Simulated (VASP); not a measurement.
# MgO (ae) (Fm-3m) in VASP: notebook

Runs on MgO (ae). Level: PBE. Tasks: single point, relaxation of cell and atoms.

Program: VASP 6.6.1. These are calculated values, not measurements. Logs are shortened: lines on timing, memory, paths and dates and some standing lists are left out, and cuts for length are marked.

## Step 1: The cell of the first run

Symmetry: Fm-3m, No. 225, cubic system. The conventional cell has a = 4.338 Å, b = 4.338 Å, c = 4.338 Å, α = 90.00°, β = 90.00°, γ = 90.00°. Mg (site symmetry m-3m) has 6 O at 2.17 Å within 2.9 Å. O (site symmetry m-3m) has 6 Mg at 2.17 Å within 2.9 Å.

## Step 2: Single point, PBE (volume scaled by 1.06)

INCAR

```
PREC = Accurate
ENCUT = 600
EDIFF = 1E-6
ISMEAR = 0
SIGMA = 0.02
LREAL = False
LASPH = True
NELM = 120
ALGO = Normal
ISIF = 2
LWAVE = False
LCHARG = False
GGA = PE
NBANDS = 11
GGA_COMPAT = False
```

KPOINTS

```
regular mesh
0
Gamma
  10 10 10
```

POSCAR

```
MgO
1.0
    0.0000000000      2.1688424932      2.1688424932
    2.1688424932      0.0000000000      2.1688424932
    2.1688424932      2.1688424932      0.0000000000
Mg O
1 1
Direct
    0.0000000000      0.0000000000      0.0000000000
    0.5000000000      0.5000000000      0.5000000000
```

Potentials or basis: VASP PAW PBE potentials, release 64 (Mg, O).

Launch:

```sh
cat potpaw_PBE.64/Mg/POTCAR potpaw_PBE.64/O/POTCAR > POTCAR
mpirun -np 1 vasp_std > vasp.out
```

OUTCAR:

```text
PREC = Accurate
   ENCUT = 600
   EDIFF = 1E-6
   ISMEAR = 0
   LREAL = False
   LASPH = True
   NELM = 120
   ISIF = 2
   GGA = PE

 ion  position               nearest neighbor table
   1  0.000  0.000  0.000-   2 2.17   2 2.17   2 2.17   2 2.17   2 2.17   2 2.17
   2  0.500  0.500  0.500-   1 2.17   1 2.17   1 2.17   1 2.17   1 2.17   1 2.17

  LATTYP: Found a face centered cubic cell.
 ALAT       =     4.3376849864

  Lattice vectors:

 A1 = (   0.0000000000,   2.1688424932,   2.1688424932)
 A2 = (   2.1688424932,   0.0000000000,   2.1688424932)
 A3 = (   2.1688424932,   2.1688424932,   0.0000000000)

Analysis of symmetry for initial positions (statically):
=====================================================================
 Subroutine PRICEL returns:
 Original cell was already a primitive cell.

 Routine SETGRP: Setting up the symmetry group for a
 face centered cubic supercell.

 Subroutine GETGRP returns: Found 48 space group operations
[... 9 lines left out ...]

 Routine SETGRP: Setting up the symmetry group for a
 face centered cubic supercell.

 Subroutine GETGRP returns: Found 48 space group operations
[... 11 lines left out ...]
                                     Primitive cell

  volume of cell :      20.4039

  direct lattice vectors                    reciprocal lattice vectors
     0.000000000  2.168842493  2.168842493    -0.230537718  0.230537718  0.230537718
     2.168842493  0.000000000  2.168842493     0.230537718 -0.230537718  0.230537718
     2.168842493  2.168842493  0.000000000     0.230537718  0.230537718 -0.230537718

  length of vectors
     3.067206469  3.067206469  3.067206469     0.399303041  0.399303041  0.399303041

  position of ions in fractional coordinates (direct lattice)
     0.000000000  0.000000000  0.000000000
     0.500000000  0.500000000  0.500000000

  ion indices of the primitive-cell ions
   primitive index   ion index
                 1           1
                 2           2

----------------------------------------------------------------------------------------

 KPOINTS: regular mesh

Automatic generation of k-mesh.
 Grid dimensions read from file:
 generate k-points for:   10   10   10

 Generating k-lattice:

  Cartesian coordinates                     Fractional coordinates (reciprocal lattice)
    -0.023053772  0.023053772  0.023053772     0.100000000  0.000000000  0.000000000
     0.023053772 -0.023053772  0.023053772     0.000000000  0.100000000  0.000000000
     0.023053772  0.023053772 -0.023053772     0.000000000  0.000000000  0.100000000

  Length of vectors
     0.039930304  0.039930304  0.039930304

  Shift w.r.t. Gamma in fractional coordinates (k-lattice)
     0.000000000  0.000000000  0.000000000

 Subroutine IBZKPT returns following result:
 ===========================================

 Found     47 irreducible k-points:

 Following reciprocal coordinates:
            Coordinates               Weight
  0.000000  0.000000  0.000000      1.000000
  0.100000  0.000000  0.000000      8.000000
  0.200000  0.000000  0.000000      8.000000
  0.300000  0.000000  0.000000      8.000000
  0.400000  0.000000  0.000000      8.000000
  0.500000  0.000000  0.000000      4.000000
[... 16 lines left out ...]
  0.300000  0.300000  0.000000      6.000000
  0.400000  0.300000  0.000000     24.000000
 [... further k-points ...]
   k-points           NKPTS =     47   k-points in BZ     NKDIM =     47   number of bands    NBANDS=     11
   number of dos      NEDOS =    301   number of ions     NIONS =      2
   total plane-waves  NPLWV =  21952
   dimension x,y,z NGX =    28 NGY =   28 NGZ =   28
   dimension x,y,z NGXF=    56 NGYF=   56 NGZF=   56
   ions per type =               1   1
   NGX,Y,Z   is equivalent  to a cutoff of  15.18, 15.18, 15.18 a.u.
   NGXF,Y,Z  is equivalent  to a cutoff of  30.35, 30.35, 30.35 a.u.
 SYSTEM =  unknown system
   PREC   = accura    normal or accurate (medium, high low for compatibility)
   ISTART =      0    job   : 0-new  1-cont  2-samecut
   ICHARG =      2    charge: 1-file 2-atom 10-const
   ISPIN  =      1    spin polarized calculation?
   LNONCOLLINEAR =      F non collinear calculations
   LSORBIT =      F    spin-orbit coupling
   LASPH  =      T    aspherical Exc in radial PAW
   ENCUT  =  600.0 eV  44.10 Ry    6.64 a.u.   6.13  6.13  6.13*2*pi/ulx,y,z
   NELM   =    120;   NELMIN=  2; NELMDL= -5     # of ELM steps
   EDIFF  = 0.1E-05   stopping-criterion for ELM
   LREAL  =      F    real-space projection
   EDIFFG = 0.1E-04   stopping-criterion for IOM
   NSW    =      0    number of steps for IOM
   IBRION =     -1    ionic relax: 0-MD 1-quasi-New 2-CG
   NFREE  =      0    steps in history (QN), initial steepest desc. (CG)
   ISIF   =      2    stress and relaxation
   ISYM   =      2    0-nonsym 1-usesym 2-fastsym
   POTIM  = 0.5000    time-step for ionic-motion
   TEBEG  =    0.0;   TEEND  =   0.0 temperature during run
   PSTRESS=    0.0 pullay stress
   NELECT =       8.0000    total number of electrons
   NUPDOWN=      -1.0000    fix difference up-down
   EMIN   =  10.00;   EMAX   =-10.00  energy-range for DOS
   EFERMI =   0.00;   METHOD = LEGACY
   ISMEAR =     0;   SIGMA  =   0.02  broadening in eV -4-tet -1-fermi 0-gaus
   EFERMI_NEDOS =   21; number of points for ismear=-14 and -15
   IALGO  =     38    algorithm
   IMIX   =      4    mixing-type and parameters
     AMIX     =   0.40;   BMIX     =  1.00
     AMIX_MAG =   1.60;   BMIX_MAG =  1.00
  volume/ion in A,a.u.               =      10.20        68.85
  Fermi-wavevector in a.u.,A,eV,Ry     =   1.198211  2.264291 19.534031  1.435711
  Thomas-Fermi vector in A             =   2.334106
   LORBIT       =      0    0 simple, 1 ext, 2 COOP (PROOUT), +10 PAW based schemes
   GGA     = PE    functional components
   LHFCALC =     F    Hartree Fock is set to
   AEXX    =    0.0000 exact exchange contribution
   IVDW    =     0    specifies the selected vdW correction
   LEPSILON=     F    determine dielectric tensor
   LRPA    =     F    only Hartree local field effects (RPA)
 non-spin polarized calculation
 Gauss-broadening in eV      SIGMA  =   0.02
  energy-cutoff  :      600.00
  volume of cell :       20.40
 maximum number of plane-waves:       701
 NGX is ok and might be reduce to    28
   NGX = 13   NGY = 13   NGZ = 13

 number of electron       8.0000001 magnetization

 Free energy of the ion-electron system (eV)
  ---------------------------------------------------
  ext. energy  EPLUGINS =         0.00000000
  ---------------------------------------------------
  free energy    TOTEN  =       -11.88101727 eV

  energy without entropy =      -11.88101727  energy(sigma->0) =      -11.88101727

 E-fermi :   2.6860     XC(G=0): -10.6687

 val. band max:        2.5542168165   @ k =   0.0000   0.0000   0.0000
 cond. band min:       6.4699786992   @ k =   0.0000   0.0000   0.0000
 fundamental gap:      3.9157618827
 Fermi energy:         2.6859717871

 k-point     1 :       0.0000    0.0000    0.0000
  band No.  band energies     occupation
      1     -14.2810      2.00000
      2       2.5542      2.00000
      3       2.5542      2.00000
      4       2.5542      2.00000
      5       6.4700      0.00000
      6      17.8534      0.00000
      7      17.8534      0.00000
      8      17.8534      0.00000
      9      21.5431      0.00000
     10      23.2200      0.00000
     11      23.2200      0.00000

 k-point     2 :       0.1000    0.0000    0.0000
  band No.  band energies     occupation
      1     -14.1908      2.00000
      2       1.9174      2.00000
      3       2.4968      2.00000
      4       2.4968      2.00000
      5       7.1089      0.00000
      6      16.6265      0.00000
      7      18.0599      0.00000
      8      18.0599      0.00000
      9      22.3544      0.00000
     10      22.3544      0.00000
     11      23.0213      0.00000

 k-point     3 :       0.2000    0.0000    0.0000
  band No.  band energies     occupation
      1     -13.9442      2.00000
      2       0.6824      2.00000
      3       2.3502      2.00000
      4       2.3502      2.00000
      5       8.3089      0.00000
      6      15.0907      0.00000
      7      18.4293      0.00000
      8      18.4293      0.00000
      9      21.6537      0.00000
     10      21.6537      0.00000
     11      23.4248      0.00000

 k-point     4 :       0.3000    0.0000    0.0000
  band No.  band energies     occupation
      1     -13.6150      2.00000
      2      -0.5165      2.00000
      3       2.1771      2.00000
      4       2.1771      2.00000
      5       9.3155      0.00000
      6      14.2474      0.00000
      7      18.3899      0.00000
      8      18.3899      0.00000
      9      22.1234      0.00000
     10      22.1234      0.00000
     11      22.8085      0.00000

 k-point     5 :       0.4000    0.0000    0.0000
  band No.  band energies     occupation
      1     -13.3243      2.00000
      2      -1.3760      2.00000
      3       2.0430      2.00000
      4       2.0430      2.00000
      5       9.8015      0.00000
      6      14.1080      0.00000
      7      18.1028      0.00000
      8      18.1028      0.00000
      9      22.3242      0.00000
     10      23.2984      0.00000
     11      23.2984      0.00000
[... 211 lines left out ...]
 k-point    21 :      -0.3000    0.2000    0.0000
  band No.  band energies     occupation
      1     -13.2558      2.00000
      2      -0.8360      2.00000
      3       0.9244      2.00000
      4       1.9910      2.00000
      5      11.0813      0.00000
      6      13.8440      0.00000
      7      15.7569      0.00000
      8      18.8590      0.00000
      9      22.0312      0.00000
     10      22.5486      0.00000
     11      26.1317      0.00000

 k-point    22 :      -0.2000    0.2000    0.0000
  band No.  band energies     occupation
      1     -13.5162      2.00000
      2      -0.3370      2.00000
      3       1.3533      2.00000
      4       2.1795      2.00000
      5      10.1750      0.00000
      6      13.9772      0.00000
      7      16.6835      0.00000
      8      19.3038      0.00000
      9      20.3753      0.00000
     10      22.8917      0.00000
     11      25.8662      0.00000

 k-point    23 :       0.3000    0.3000    0.0000
  band No.  band energies     occupation
      1     -13.4412      2.00000
      2      -0.3710      2.00000
      3       1.7048      2.00000
      4       1.7048      2.00000
      5      10.5131      0.00000
      6      12.7945      0.00000
      7      16.0358      0.00000
      8      19.4356      0.00000
      9      19.4356      0.00000
     10      25.7188      0.00000
     11      28.1737      0.00000

 k-point    24 :       0.4000    0.3000    0.0000
  band No.  band energies     occupation
      1     -13.2346      2.00000
      2      -0.7423      2.00000
      3       1.3743      2.00000
      4       1.5718      2.00000
      5      11.2589      0.00000
      6      12.4705      0.00000
      7      15.2418      0.00000
      8      19.5970      0.00000
      9      19.7903      0.00000
     10      26.3707      0.00000
     11      27.8104      0.00000

 [... further k-points ...]
[... 5 lines left out ...]
  --------------------------------------------------------------------------------------
  -------------------------------------------------------------------------------------
  Total       -1.1133433     -1.1133433     -1.1133433     -0.0000000      0.0000000      0.0000000
  in kB      -87.4229868    -87.4229868    -87.4229868     -0.0000000      0.0000000      0.0000000
  external PRESSURE =     -87.4229868 kB  Pullay stress =       0.0000000 kB

 VOLUME and BASIS-vectors are now :
 -----------------------------------------------------------------------------
  energy-cutoff  :      600.00
  volume of cell :       20.40
      direct lattice vectors                 reciprocal lattice vectors
     0.000000000  2.168842493  2.168842493    -0.230537718  0.230537718  0.230537718
     2.168842493  0.000000000  2.168842493     0.230537718 -0.230537718  0.230537718
     2.168842493  2.168842493  0.000000000     0.230537718  0.230537718 -0.230537718

 POSITION                                       TOTAL-FORCE (eV/Angst)
 -----------------------------------------------------------------------------------
      0.00000      0.00000      0.00000         0.000000      0.000000      0.000000
      2.16884      2.16884      2.16884        -0.000000     -0.000000     -0.000000
 -----------------------------------------------------------------------------------
    total drift:                                0.000000      0.000000      0.000000

  FREE ENERGIE OF THE ION-ELECTRON SYSTEM (eV)
  ---------------------------------------------------
  free  energy   TOTEN  =       -11.8810172658 eV

  energy  without entropy=      -11.8810172658  energy(sigma->0) =      -11.88101727
```

It took 18 s on 1 thread of AMD EPYC 7R43 (Zen 3), shared host; peak memory 0.12 GiB.

What came out:

* Free energy: -11.8810 eV
* Pressure: -8.7 GPa
* Band gap on the k mesh: 3.92 eV, direct

Caveat: the cell differs from its parent crystal (volume scaled by 1.06).

## Step 3: Single point, PBE (volume scaled by 1.09)

INCAR

```
ALGO = Normal
EDIFF = 1E-6
ENCUT = 600
GGA = PE
GGA_COMPAT = F
ISIF = 2
ISMEAR = 0
LASPH = T
LCHARG = F
LREAL = F
LWAVE = F
NBANDS = 11
NELM = 120
PREC = Accurate
SIGMA = 0.02
```

KPOINTS

```
k-points
0
Gamma
  10 10 10
```

POSCAR

```
MgO
1.0
    0.0000000000      2.1891132241      2.1891132241
    2.1891132241      0.0000000000      2.1891132241
    2.1891132241      2.1891132241      0.0000000000
Mg O
1 1
Direct
    0.0000000000      0.0000000000      0.0000000000
    0.5000000000      0.5000000000      0.5000000000
```

Potentials or basis: VASP PAW PBE potentials, release 64 (Mg, O).

Launch:

```sh
cat potpaw_PBE.64/Mg/POTCAR potpaw_PBE.64/O/POTCAR > POTCAR
mpirun -np 1 vasp_std > vasp.out
```

Run time: 18 s. Hardware: 1 thread of AMD EPYC 7R43 (Zen 3), shared host; peak memory 0.13 GiB.

Results (log left out):

```yaml
Free_energy: -11.8453 eV
Pressure: -11.8 GPa
Band_gap_on_the_k_mesh: 3.68 eV, direct
```

Levels at points of the mesh, in eV from the valence-band top:
```tsv
k point	band 1	band 2	band 3	band 4	band 5	band 6	band 7	band 8
(0.00, 0.00, 0.00)	-16.71	0.00	0.00	0.00	3.68	15.14	15.14	15.14
(0.50, 0.00, 0.00)	-15.70	-4.13	-0.53	-0.53	7.19	11.32	15.14	15.14
(0.50, 0.50, 0.00)	-15.48	-3.63	-1.19	-1.19	8.76	8.96	11.91	17.27
```

Caveat: the cell differs from its parent crystal (volume scaled by 1.09).

## Step 4: Relaxation of cell and atoms, PBE

This run uses another cell than the first one, of 9.74 Å³/atom, 0.954 times its volume.

INCAR

```
ALGO = Normal ; EDIFF = 1E-7
EDIFFG = -0.003 ; ENCUT = 600
GGA = PE ; GGA_COMPAT = F
IBRION = 2 ; ISIF = 3
ISMEAR = 0 ; LASPH = T
LCHARG = F ; LREAL = F
LWAVE = F ; NELM = 120
NELMIN = 4 ; NSW = 50
PREC = Accurate ; SIGMA = 0.02
```

KPOINTS is that of step 3.

POSCAR

```
MgO
1.0
    0.0000000000      2.1353596687      2.1353596687
    2.1353596687      0.0000000000      2.1353596687
    2.1353596687      2.1353596687      0.0000000000
Mg O
1 1
Direct
    0.0000000000      0.0000000000      0.0000000000
    0.5000000000      0.5000000000      0.5000000000
```

Launch:

```sh
cat potpaw_PBE.64/Mg/POTCAR potpaw_PBE.64/O/POTCAR > POTCAR
mpirun -np 1 vasp_std > vasp.out
```

Run time: 22 s. Hardware: 1 thread of AMD EPYC 7R43 (Zen 3), shared host; peak memory 0.11 GiB.

The run converged. Its results:

- Free energy: -11.9158 eV
- Relaxed volume: 9.56 Å³/atom
- Relaxed cell: a = 3.001 Å, b = 3.001 Å, c = 3.001 Å, α = 60.00°, β = 60.00°, γ = 60.00°
- Space group after relaxing (to 0.05 Å): Fm-3m (No. 225)
- Energy gained by relaxing: 1.5 meV/atom
- Ionic steps: 3
- Pressure after relaxing: 0.0 GPa
- Band gap on the k mesh: 4.51 eV, direct

Step by step:
```csv
step,energy change (eV),largest force (eV/Å),pressure (GPa),volume (Å³)
1,0.0000,0.0000,-2.70,19.47
2,-0.0028,0.0000,0.82,19.01
3,-0.0031,0.0000,0.01,19.12
```

Final structure:
```xyz
2
Lattice="0.0000 2.1222 2.1222 2.1222 0.0000 2.1222 2.1222 2.1222 0.0000" Properties=species:S:1:pos:R:3 pbc="T T T"
Mg    0.0000    0.0000    0.0000
O     2.1222    2.1222    2.1222
```

Levels at points of the mesh, in eV from the valence-band top:
| k point | band 1 | band 2 | band 3 | band 4 | band 5 | band 6 | band 7 | band 8 |
| --- | --- | --- | --- | --- | --- | --- | --- | --- |
| (0.00, 0.00, 0.00) | -17.15 | 0.00 | 0.00 | 0.00 | 4.51 | 15.67 | 15.67 | 15.67 |
| (0.50, 0.00, 0.00) | -15.92 | -4.52 | -0.63 | -0.63 | 7.75 | 12.35 | 16.08 | 16.08 |
| (0.50, 0.50, 0.00) | -15.67 | -3.99 | -1.32 | -1.32 | 9.09 | 9.72 | 12.86 | 18.62 |

Expect the measured gap to be larger: semilocal functionals such as PBE lack the derivative discontinuity.

## Step 5: Summary

```csv
task,cell,gap on the mesh (eV),pressure (GPa)
single point,"a = 3.067 Å, angles 60.0°, 2 atoms",3.92,-8.7
single point,"a = 3.096 Å, angles 60.0°, 2 atoms",3.68,-11.8
relaxation of cell and atoms,"relaxed from a = 3.020 Å, angles 60.0°, 2 atoms",4.51,0.0
```

Alike in all rows: level PBE; potentials or basis VASP PAW PBE potentials, release 64 (Mg, O); no spin polarisation; k mesh 10 × 10 × 10; cutoff (eV) 600; smearing gaussian 0.02 eV.

Total energies depend on the potentials used, so only differences within one code and one set of settings carry meaning.
